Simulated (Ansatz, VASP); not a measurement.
**Two plane-wave programs on NaCl**

```xyz
2
Lattice="0.0355 3.0873 3.0873 3.0873 0.0355 3.0873 3.1228 3.1228 0.0000" Properties=species:S:1:pos:R:3 pbc="T T T"
Na    0.0000    0.0000    0.0160
Cl    1.5614    1.5614    1.5277
```

Change from the starting cell: shear_xy strain +2.3%.

Alike in both runs: task single point; functional PBE; k mesh 8 × 8 × 8; occupations fermi-dirac, width 0.02 eV; no spin polarisation.

```csv
,VASP,Ansatz
version,VASP 6.6.1,Ansatz 0.2.0
potentials or method,"VASP PAW PBE potentials, release 64 (Na_pv, Cl)","plane waves, PAW"
plane-wave cutoff (eV),520,420
valence electrons in the cell,14,16
```

|  | VASP | Ansatz | Ansatz less VASP |
| --- | --- | --- | --- |
| gap on the k mesh at the Fermi level (eV) | 4.91 | 4.91 | +0.001 |
| pressure (GPa) | 0.7 | 0.7 | +0.01 |
| traceless stress, the component that is largest in VASP (GPa) | -0.13 | -0.13 | 0.000 |

VASP's potentials hold 14 valence electrons a cell and Ansatz's 16, so a difference there can come from the potentials and not from the codes.
